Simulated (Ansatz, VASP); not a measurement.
One calculation of Li2S, two programs

```xyz
3
Lattice="0.0000 2.8445 2.8445 2.8445 0.0000 2.8445 2.8445 2.8445 0.0000" Properties=species:S:1:pos:R:3 pbc="T T T"
Li    1.4223    1.4223    1.4223
Li    4.2668    4.2668    4.2668
S     0.0000    0.0000    0.0000
```

Alike in both runs: task single point; functional PBE0; k mesh 8 × 8 × 8; occupations fermi-dirac, width 0.02 eV; no spin polarisation.

```csv
,VASP,Ansatz
version,VASP 6.6.1,Ansatz 0.2.0
potentials or method,"VASP PAW PBE potentials, release 64 (Li_sv, S), cutoff 650 eV",PAW plane waves
valence electrons in the cell,12,12
```

```csv
,VASP,Ansatz,Ansatz less VASP
gap on the k mesh at the Fermi level (eV),5.02,5.02,+0.001
pressure (GPa),-0.6,-0.4,+0.23
```

Ansatz's warnings: stress exchange threshold loose, stress scf threshold loose.
